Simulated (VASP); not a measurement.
Wanted: the native input for a VASP 6.6.1 run.

| Property | Result |
| --- | --- |
| Task | single point |
| Functional | PBE |
| Potentials or basis | VASP PAW PBE potentials, release 64 (Al, O) |
| Cutoff | 520 eV |
| k mesh | 6 × 6 × 6 |
| Occupations | gaussian, width 0.1 eV |
| Spin | collinear spin, ferromagnetic start |
| Starting moments | [0.0, 1.0, 1.0, 1.0, 1.0, 1.0] μB |
| Dipole correction | no |
| Further INCAR settings | ALGO = Normal; EDIFF = 1e-07; NBANDS = 30 |

The structure of AlO5 lies in POSCAR:

```
AlO5
1.0
    2.6325008781      1.5198750906      2.3736139279
   -2.6325008781      1.5198750906      2.3736139279
    0.0000000000     -3.0397501812      2.3736139279
Al O
1 5
Direct
    0.5000000000      0.5000000000      0.5000000000
    0.5000000000      0.5000000000      0.0000000000
    0.0000000000      0.5000000000      0.5000000000
    0.5000000000      0.0000000000      0.5000000000
    0.8053291426      0.8053291426      0.8053291426
    0.1946708574      0.1946708574      0.1946708574
```

The cell was generated, and may not be a known phase.

One way to write it, as run:

INCAR

```
PREC = Accurate
ENCUT = 520
EDIFF = 1E-7
ISMEAR = 0
SIGMA = 0.1
LREAL = F
LASPH = T
NELM = 150
ALGO = Normal
ISIF = 2
LWAVE = F
LCHARG = F
ISPIN = 2
MAGMOM = 0 1 1 1 1 1
LORBIT = 11
GGA = PE
NBANDS = 30
```

KPOINTS

```
Automatic mesh
0
Gamma
  6 6 6
```

Potentials or basis: VASP PAW PBE potentials, release 64 (Al, O).

Run with:

```bash
$ cat potpaw_PBE.64/Al/POTCAR potpaw_PBE.64/O/POTCAR > POTCAR
$ mpirun -np 1 vasp_std > vasp.out
```

It gave:

```
Pressure                                              : 0.1 GPa
Largest force                                         : 0.056 eV/Å
Band gap on the k mesh                                : zero (filled and empty bands overlap)
Net moment                                            : 1.00 μB per cell
Site moments                                          : Al +0.00; O +0.07, +0.33 (each value once) μB
Valence electrons inside the program's atomic spheres : Al 0.63; O 4.88, 4.70 (each value once)
```

Wall time 2.7 min on 1 thread of Intel Xeon 8259CL, with other jobs on the host, peak memory 0.22 GiB.
